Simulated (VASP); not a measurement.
Runs of VASP 6.6.1 on Pd. The structure is that of space group Fm-3m (No. 225), or close to it. The cells are those of the table. 

```csv
task,cell,k mesh,cutoff (eV),gap on the mesh (eV),pressure (GPa),relaxed volume (Å³/atom)
single point,"a = 2.740 Å, angles 60.0°, 1 atom",18 × 18 × 18,520,none,-0.3,-
single point,"a = 2.634 Å, angles 60.0°, 1 atom",8 × 8 × 8,520,none,33.9,-
relaxation of cell and atoms,"relaxed from a = 2.634 Å, angles 60.0°, 1 atom",10 × 10 × 10,600,none,-0.4,(a)
relaxation of cell and atoms,"relaxed from a = 2.739 Å, angles 60.0°, 1 atom",18 × 18 × 18,600,none,0.0,14.52
single point,"a = 2.739 Å, angles 60.0°, 1 atom",10 × 10 × 10,520,none,-0.3,-
```

Alike in all rows: level PBEsol; potentials or basis VASP PAW PBE potentials, release 64 (Pd); no spin polarisation; smearing gaussian 0.1 eV.

Task: Fill in the values left out.

Result: (a) 14.54.

Caveats: some runs use coarse meshes; the PAW data sets were made with another functional, which shifts forces and pressure a little.

A k mesh can miss the band edges, and the runs leave out spin-orbit coupling on Pd.

A gap of «none» marks levels without a gap at the run's occupations.
